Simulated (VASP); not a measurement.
## SnO2: single point with PBEsol

SnO2:

```xyz
6
Lattice="4.7690 0.0000 0.0000 0.0000 4.7690 0.0000 0.0000 0.0000 3.2121" Properties=species:S:1:pos:R:3 pbc="T T T"
Sn    2.3845    2.3845    1.6060
Sn    0.0000    0.0000    0.0000
O     3.8451    0.9239    1.6060
O     3.3084    3.3084    0.0000
O     0.9239    3.8451    1.6060
O     1.4606    1.4606    0.0000
```

```yaml
Program: VASP 6.6.1
Task: single point
Functional: PBEsol
Potentials_or_basis: VASP PAW PBE potentials, release 64 (Sn_d, O)
Cutoff: 520 eV
k_mesh: 6 × 6 × 8
Occupations: fermi-dirac, width 0.05 eV
Spin: no spin polarisation
Dipole_correction: no
Further_INCAR_settings: ALGO = Normal; EDIFF = 1e-06; NBANDS = 35
```

```json
{
 "Pressure": "0.7 GPa",
 "Largest force": "0.015 eV/Å",
 "Band gap on the k mesh": "0.91 eV"
}
```

Forces on the atoms (eV/Å):
```
Sn   0.000  0.000  0.000
Sn   0.000  0.000  0.000
O   -0.011  0.011  0.000
O    0.011  0.011  0.000
O    0.011 -0.011  0.000
O   -0.011 -0.011  0.000
```

Stress tensor (GPa, compression positive):
```
0.56 0.00 0.00
0.00 0.56 0.00
0.00 0.00 0.87
```

Levels at points of the mesh, in eV from the valence-band top:
| k point | band 22 | band 23 | band 24 | band 25 | band 26 | band 27 | band 28 | band 29 | band 30 | band 31 |
| --- | --- | --- | --- | --- | --- | --- | --- | --- | --- | --- |
| (0.00, 0.00, 0.00) | -1.27 | -1.27 | -0.78 | -0.78 | 0.00 | 0.91 | 5.85 | 6.03 | 6.03 | 10.13 |
| (0.50, 0.00, 0.00) | -1.98 | -1.22 | -1.22 | -0.63 | -0.63 | 4.13 | 4.13 | 6.80 | 6.80 | 10.64 |
| (0.50, 0.50, 0.00) | -1.99 | -1.35 | -1.35 | -0.89 | -0.89 | 4.53 | 4.53 | 7.23 | 7.23 | 10.68 |
| (0.00, 0.00, 0.50) | -2.66 | -1.64 | -1.64 | -1.25 | -1.25 | 5.87 | 5.87 | 9.43 | 9.43 | 10.36 |
| (0.50, 0.00, 0.50) | -1.74 | -1.09 | -1.09 | -0.73 | -0.73 | 6.15 | 6.15 | 7.73 | 7.73 | 10.69 |
| (0.50, 0.50, 0.50) | -2.45 | -0.96 | -0.96 | -0.82 | -0.82 | 4.55 | 4.55 | 8.61 | 8.61 | 10.69 |

Run time: 2.1 min on 1 thread of Intel Xeon 8259CL, on a shared host, peak memory 0.24 GiB.

Caveat: the PAW data sets were made with another functional, which shifts forces and pressure a little; spin-orbit coupling is left out, which moves the levels of the heavy elements.
